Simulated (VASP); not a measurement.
Set up this calculation in VASP 6.6.1, as the native input.

```yaml
Task: single point
Functional: r2SCAN
Potentials_or_basis: VASP PAW PBE potentials, release 64 (Eu, O)
Cutoff: 800 eV
k_mesh: 12 × 12 × 12
Occupations: gaussian, width 0.05 eV
Spin: no spin polarisation
Dipole_correction: no
Further_INCAR_settings: ALGO = Normal; EDIFF = 1e-06; NBANDS = 18
```

EuO:

```
Eu O
1.0
     0.00000    2.52383    2.52383
     2.52383    0.00000    2.52383
     2.52383    2.52383    0.00000
Eu O
1 1
Direct
  0.00000 0.00000 0.00000
  0.50000 0.50000 0.50000
```

One way to write it, as run:

POSCAR

```
EuO
1.0
    0.0000000000      2.5238312015      2.5238312015
    2.5238312015      0.0000000000      2.5238312015
    2.5238312015      2.5238312015      0.0000000000
Eu O
1 1
Direct
    0.0000000000      0.0000000000      0.0000000000
    0.5000000000      0.5000000000      0.5000000000
```

INCAR.step1

```
SYSTEM = EuO
PREC     = Accurate       ! precision mode
ENCUT    = 800            ! plane-wave cutoff, eV
ISMEAR   = 0              ! smearing method
SIGMA    = 0.05           ! smearing width, eV
LREAL    = .FALSE.        ! projectors in reciprocal space
LASPH    = .TRUE.         ! aspherical terms in the spheres
NELM     = 200            ! most SCF steps
NBANDS   = 18             ! bands
GGA      = PE             ! functional
ALGO     = Normal         ! electronic algorithm
EDIFF    = 1E-5           ! SCF threshold, eV
LWAVE    = .TRUE.         ! write WAVECAR
LCHARG   = .FALSE.        ! write CHGCAR
GGA_COMPAT= .FALSE.      
LMAXMIX  = 6              ! l up to which the mixer works
```

INCAR.step2

```
SYSTEM = EuO
PREC     = Accurate       ! precision mode
ENCUT    = 800            ! plane-wave cutoff, eV
EDIFF    = 1E-6           ! SCF threshold, eV
ISMEAR   = 0              ! smearing method
SIGMA    = 0.05           ! smearing width, eV
LREAL    = .FALSE.        ! projectors in reciprocal space
LASPH    = .TRUE.         ! aspherical terms in the spheres
NELM     = 200            ! most SCF steps
ALGO     = Normal         ! electronic algorithm
ISIF     = 2              ! what is computed and relaxed
LWAVE    = .FALSE.        ! write WAVECAR
LCHARG   = .FALSE.        ! write CHGCAR
METAGGA  = R2SCAN         ! meta-GGA
LMIXTAU  = .TRUE.       
NBANDS   = 18             ! bands
ISTART   = 1            
GGA_COMPAT= .FALSE.      
LMAXMIX  = 6              ! l up to which the mixer works
```

KPOINTS

```
Automatic mesh
0
G
  12 12 12
  0 0 0
```

Potentials or basis: VASP PAW PBE potentials, release 64 (Eu, O).

Command:

```bash
$ cat potpaw_PBE.64/Eu/POTCAR potpaw_PBE.64/O/POTCAR > POTCAR
$ cp INCAR.step1 INCAR
$ mpirun -np 1 vasp_std > vasp.out
$ cp INCAR.step2 INCAR
$ mpirun -np 1 vasp_std > vasp.out
```

It gave:

| Property | Result |
| --- | --- |
| Pressure | -10.6 GPa |
| Band gap on the k mesh | zero (an odd number of electrons rules out a gap without spin polarisation) |

Caveat: the cell stands under tension; the PAW data sets were made with another functional, which shifts forces and pressure a little; spin-orbit coupling is left out, which moves the levels of the heavy elements; an odd number of electrons without spin polarisation forces a metal; a magnetic or distorted state may lie lower; the run has no spin polarisation, though such a crystal can be magnetic; semilocal functionals describe open f shells poorly, which spoils levels, moments and volumes.

Run time: 14 min on 1 thread of AMD EPYC 7R43 64-Core Processor (Zen 3), on a shared host, peak memory 0.25 GiB.
